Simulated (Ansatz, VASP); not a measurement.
Given: the input of a run of Ansatz 0.2.0 on CsPbBr3.

File input.yaml:

```yaml
crystal:
  lattice:
    - [5.8306028398, 0.0, 0.0]
    - [0.0, 5.8306028398, 0.0]
    - [0.0, 0.0, 5.8306028398]
  atoms:
    - { symbol: Pb, position: [0.5, 0.5, 0.5] }
    - { symbol: Cs, position: [0.0, 0.0, 0.0] }
    - { symbol: Br, position: [0.5, 0.5, 0.0] }
    - { symbol: Br, position: [0.5, 0.0, 0.5] }
    - { symbol: Br, position: [0.0, 0.5, 0.5] }
kpoints:
  mp_grid: { grid: [5, 5, 5] }
scf:
  occupations: { method: fermi_dirac, width: 0.05 }
hamiltonian:
  xc: pbesol
  pseudopotentials: { kind: all_electron, lapw: { basis_error: 0.001 } }
output:
  forces: true
  stress: true
  eigenvalues: true
```

Potentials or basis: all-electron LAPW, scalar-relativistic.

Command:

```console
$ ansatz run input.yaml --threads 4 --pin off --max-ram 12288MiB --backend cpu --events-out ev --progress --plain --runs-dir out
```

Set up the same calculation for VASP 6.6.1. Potentials there: VASP PAW PBE potentials, release 64 (Pb_d, Cs_sv, Br).

As run (the cutoff follows the program's own potentials):

The input INCAR:

```
ALGO = Normal
EDIFF = 1E-6
ENCUT = 520
GGA = PS
ISIF = 2
ISMEAR = -1
LASPH = True
LCHARG = False
LREAL = False
LWAVE = False
NBANDS = 30
NELM = 80
PREC = Accurate
SIGMA = 0.05
```

Contents of KPOINTS:

```
k-points
0
Gamma
  5 5 5
```

Contents of POSCAR:

```
CsPbBr3
1.0
    5.8306028398      0.0000000000      0.0000000000
    0.0000000000      5.8306028398      0.0000000000
    0.0000000000      0.0000000000      5.8306028398
Pb Cs Br
1 1 3
Direct
    0.5000000000      0.5000000000      0.5000000000
    0.0000000000      0.0000000000      0.0000000000
    0.5000000000      0.5000000000      0.0000000000
    0.5000000000      0.0000000000      0.5000000000
    0.0000000000      0.5000000000      0.5000000000
```

Potentials or basis: VASP PAW PBE potentials, release 64 (Pb_d, Cs_sv, Br).

Command:

```bash
$ cat potpaw_PBE.64/Pb_d/POTCAR potpaw_PBE.64/Cs_sv/POTCAR potpaw_PBE.64/Br/POTCAR > POTCAR
$ mpirun -np 1 vasp_std > vasp.out
```

Both were run:

|  | VASP | Ansatz | Ansatz less VASP |
| --- | --- | --- | --- |
| gap on the k mesh at the Fermi level (eV) | 2.54 | 2.54 | -0.003 |
| least direct gap on the mesh (eV) | 2.54 | 2.54 | -0.003 |
| pressure (GPa) | 0.4 | 0.4 | +0.01 |

VASP's potentials were made for PBE, not for PBEsol. Ansatz ran all-electron here, and VASP with PAW potentials.

Spin-orbit coupling is off throughout.
